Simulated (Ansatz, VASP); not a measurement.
**One calculation of Fe, two programs**

Contents of INCAR:

```
ALGO = Normal
EDIFF = 1E-6
ENCUT = 600
GGA = PE
GGA_COMPAT = False
ISIF = 2
ISMEAR = -1
LASPH = True
LCHARG = False
LREAL = False
LWAVE = False
NBANDS = 10
NELM = 120
PREC = Accurate
SIGMA = 0.1
```

File KPOINTS:

```
k-points
0
Gamma
  17 17 17
```

Contents of POSCAR:

```
Fe
1.0
   -1.3807996972      1.3807996972      1.3807996972
    1.3807996972     -1.3807996972      1.3807996972
    1.3807996972      1.3807996972     -1.3807996972
Fe
1
Direct
    0.0000000000      0.0000000000      0.0000000000
```

Input for Ansatz:

```yaml
crystal:
  lattice:
    - [-1.3807996972, 1.3807996972, 1.3807996972]
    - [1.3807996972, -1.3807996972, 1.3807996972]
    - [1.3807996972, 1.3807996972, -1.3807996972]
  atoms:
    - { symbol: Fe, position: [0.0, 0.0, 0.0] }
hamiltonian:
  xc: pbe
  pseudopotentials:
    kind: paw
    azcp:
      Fe: "pseudopotentials/Fe.paw.azcp"
basis:
  ecutwfc: 420
  fft_grid_basis: typed
kpoints:
  mp_grid: { grid: [17, 17, 17], shift: [0, 0, 0] }
magnetization:
  spin_polarized: false
scf:
  occupations: { method: fermi_dirac, width: 0.1 }
  lower_state_search: "off"
output:
  stress: true
```

Alike in both runs: task single point; functional PBE; k mesh 17 × 17 × 17; occupations fermi-dirac, width 0.1 eV; no spin polarisation.

|  | VASP | Ansatz |
| --- | --- | --- |
| version | VASP 6.6.1 | Ansatz 0.2.0 |
| potentials or method | VASP PAW PBE potentials, release 64 (Fe), cutoff 600 eV | plane waves (420 eV) with PAW, scalar-relativistic |
| valence electrons in the cell | 8 | 16 |

VASP gave:

```
pressure (GPa) : -0.5
```

Which values does Ansatz return?

Pressure (GPa): 0.1.

With one functional, cell and mesh, what is left measures potentials, basis and numerics. VASP's potentials hold 8 valence electrons a cell and Ansatz's 16, so a difference there can come from the potentials and not from the codes.
